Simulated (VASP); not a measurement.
Here is a VASP 6.6.1 calculation.

INCAR

```
PREC = Accurate ; ENCUT = 600
EDIFF = 1E-6 ; ISMEAR = 0
SIGMA = 0.1 ; LREAL = False
LASPH = True ; NELM = 100
ALGO = Normal ; ISIF = 3
LWAVE = False ; LCHARG = False
GGA = PE ; IBRION = 2
NSW = 100 ; EDIFFG = -0.01
```

KPOINTS

```
regular mesh
0
Gamma
  12 12 10
```

File POSCAR:

```
InGaO
1.0
    3.7231672053      0.0000000000      0.0000000000
   -1.8615836027      3.2243573823      0.0000000000
    0.0000000000      0.0000000000      5.1559776903
In Ga O
1 1 1
Direct
    0.6666666667      0.3333333333      0.5000000000
    0.0000000000      0.0000000000      0.0000000000
    0.3333333333      0.6666666667      0.5000000000
```

Potentials or basis: VASP PAW PBE potentials, release 64 (In_d, Ga_d, O).

Command:

```bash
$ cat potpaw_PBE.64/In_d/POTCAR potpaw_PBE.64/Ga_d/POTCAR potpaw_PBE.64/O/POTCAR > POTCAR
$ mpirun -np 1 vasp_std > vasp.out
```

(1) What does it give for the band gap on the k mesh?

(2) What does it give for the space group after relaxing (to 0.1 Å)?

(3) What does it give for the relaxed cell?

Results:

(1) zero (bands 16 and 17 overlap by 0.43 eV).

(2) P-6m2 (No. 187).

(3) a = 3.755 Å, b = 3.755 Å, c = 5.007 Å, α = 90.00°, β = 90.00°, γ = 120.00°.

Caveat: spin-orbit coupling is left out, which moves the levels of the heavy elements.
